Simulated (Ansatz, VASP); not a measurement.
# SiMo5 in VASP and in Ansatz

```
CELL_PARAMETERS angstrom
3.19448 0.00000 0.00000
0.00000 3.19448 0.00000
0.00000 0.00000 8.96328
ATOMIC_POSITIONS crystal
Si 0.00000 0.00000 0.00000
Mo 0.00000 0.00000 0.67251
Mo 0.50000 0.50000 0.84300
Mo 0.00000 0.00000 0.32749
Mo 0.50000 0.50000 0.15700
Mo 0.50000 0.50000 0.50000
```

Alike in both runs: task relaxation of cell and atoms; functional PBE; k mesh 10 × 10 × 4; occupations gaussian, width 0.1 eV; no spin polarisation.

|  | VASP | Ansatz |
| --- | --- | --- |
| version | VASP 6.6.1 | Ansatz 0.2.0 |
| potentials or method | VASP PAW PBE potentials, release 64 (Si, Mo_sv), cutoff 600 eV | scalar-relativistic, plane waves, PAW |
| valence electrons in the cell | 74 | 74 |

```csv
,VASP,Ansatz,Ansatz less VASP
"gap on the k mesh at the Fermi level, each at its own relaxed structure (eV)",none,none,-
relaxed volume (Å³/atom),15.24,15.22,-0.020
relaxed cell length with the largest relative difference (Å),3.179,3.177,-0.0018
```

A gap of «none» marks a metal or a gap that the smearing closes.
